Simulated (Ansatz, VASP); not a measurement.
# Two plane-wave programs on Au

Contents of INCAR:

```
SYSTEM = Au
  ALGO = Fast
  EDIFF = 1E-7
  ENCUT = 520
  GGA = PE
  ISIF = 2
  ISMEAR = 0
  LASPH = .TRUE.
  LCHARG = .TRUE.
  LELF = .TRUE.
  LREAL = .FALSE.
  LVHAR = .TRUE.
  LWAVE = .FALSE.
  NBANDS = 24
  NELM = 100
  PREC = Accurate
  SIGMA = 0.1
```

File KPOINTS:

```
k-points
0
G
  4 4 4
  0 0 0
```

File POSCAR:

```
Au
1.0
    3.9819548000      0.0000000000      0.0000000000
    0.0000000000      3.9819548000      0.0000000000
    0.0000000000      0.0000000000      3.9819548000
Au
3
Direct
    0.5000000000      0.0000000000      0.0000000000
    0.0000000000      0.5000000000      0.0000000000
    0.0000000000      0.0000000000      0.5000000000
```

Input for Ansatz:

```yaml
crystal:
  lattice:
    - [3.9819548, 0.0, 0.0]
    - [0.0, 3.9819548, 0.0]
    - [0.0, 0.0, 3.9819548]
  atoms:
    - { symbol: Au, position: [0.5, 0.0, 0.0] }
    - { symbol: Au, position: [0.0, 0.5, 0.0] }
    - { symbol: Au, position: [0.0, 0.0, 0.5] }
basis:
  ecutwfc: 420
kpoints:
  mp_grid: { grid: [4, 4, 4] }
hamiltonian:
  xc: pbe
scf:
  occupations: { method: gaussian, width: 0.1 }
  lower_state_search: "off"
output:
  forces: true
  stress: true
  eigenvalues: true
```

Alike in both runs: task single point; functional PBE; k mesh 4 × 4 × 4; occupations gaussian, width 0.1 eV; no spin polarisation.

```csv
,VASP,Ansatz
version,VASP 6.6.1,Ansatz 0.2.0
potentials or method,"VASP PAW PBE potentials, release 64 (Au), cutoff 520 eV","scalar-relativistic, plane waves, PAW"
valence electrons in the cell,33,57
```

|  | VASP | Ansatz | Ansatz less VASP |
| --- | --- | --- | --- |
| gap on the k mesh at the Fermi level (eV) | none | none | - |
| pressure (GPa) | -0.7 | -0.5 | +0.20 |

A gap of «none» marks a metal or a gap that the smearing closes. The functional is the same, so the differences come from potentials, cutoffs and numerics. VASP's potentials hold 33 valence electrons a cell and Ansatz's 57, so a difference there can come from the potentials and not from the codes.

The k mesh is coarse, so the values compare programs but aren't converged. Neither program's run includes spin-orbit coupling.
